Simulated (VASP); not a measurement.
A run of VASP 6.6.1:

The input INCAR:

```
SYSTEM = KF
ALGO = Normal ; EDIFF = 1E-6
ENCUT = 600 ; GGA = PE
GGA_COMPAT = .False. ; ISIF = 2
ISMEAR = 0 ; LASPH = .True.
LCHARG = .False. ; LREAL = .False.
LWAVE = .False. ; NBANDS = 15
NELM = 120 ; PREC = Accurate
SIGMA = 0.01
```

The input KPOINTS:

```
k-points
0
Gamma
  6 6 6
  0 0 0
```

The input POSCAR:

```
KF
1.0
    0.0000000000      2.6589566634      2.6589566634
    2.6589566634      0.0000000000      2.6589566634
    2.6589566634      2.6589566634      0.0000000000
K F
1 1
Direct
    0.0000000000      0.0000000000      0.0000000000
    0.5000000000      0.5000000000      0.5000000000
```

Potentials or basis: VASP PAW PBE potentials, release 64 (K_sv, F).

Command:

```sh
$ cat potpaw_PBE.64/K_sv/POTCAR potpaw_PBE.64/F/POTCAR > POTCAR
$ mpirun -np 1 vasp_std > vasp.out
```

Hardware: 1 thread of AMD EPYC 7R13 Processor (Zen 3), on a shared host.

Task: Estimate the wall time of this run.

Result: It took 8.6 s on 1 thread of AMD EPYC 7R13 Processor (Zen 3), with other jobs on the host, peak memory 0.14 GiB. Counts: scf iterations 13, k points 16.
